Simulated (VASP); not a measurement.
Here is a VASP 6.6.1 calculation.

INCAR

```
  ALGO = Normal
  EDIFF = 1E-6
  ENCUT = 600
  GGA = PE
  GGA_COMPAT = F
  ISIF = 2
  ISMEAR = 0
  LASPH = T
  LCHARG = F
  LREAL = F
  LWAVE = F
  NBANDS = 18
  NELM = 120
  PREC = Accurate
  SIGMA = 0.1
```

KPOINTS

```
k-points
0
Gamma
  6 6 4
```

File POSCAR:

```
HfSiF
1.0
    3.8125952900      0.0000000000      0.0000000000
   -1.9062976400      3.3018043700      0.0000000000
    0.0000000000      0.0000000000      3.8132592500
Hf Si F
1 1 1
Direct
    0.0000000000      0.0000000000      0.0000000000
    0.6666666700      0.3333333300      0.5000000000
    0.3333333300      0.6666666700      0.5000000000
```

Potentials or basis: VASP PAW PBE potentials, release 64 (Hf_pv, Si, F).

The run is started by

```bash
$ cat potpaw_PBE.64/Hf_pv/POTCAR potpaw_PBE.64/Si/POTCAR potpaw_PBE.64/F/POTCAR > POTCAR
$ mpirun -np 1 vasp_std > vasp.out
```

Question: Predict the pressure.

Answer: 0.9 GPa.

Question: What does it give for the band gap on the k mesh?

Answer: Zero (an odd number of electrons rules out a gap without spin polarisation).

Stress tensor (GPa, compression positive):
```
 5.57  0.00  0.00
 0.00  5.57  0.00
 0.00  0.00 -8.33
```

Caveat: the k points lie up to 0.41 Å⁻¹ apart, too coarse for converged energies and pressures of a metal; spin-orbit coupling is left out, which moves the levels of the heavy elements; an odd number of electrons without spin polarisation forces a metal; a magnetic or distorted state may lie lower.
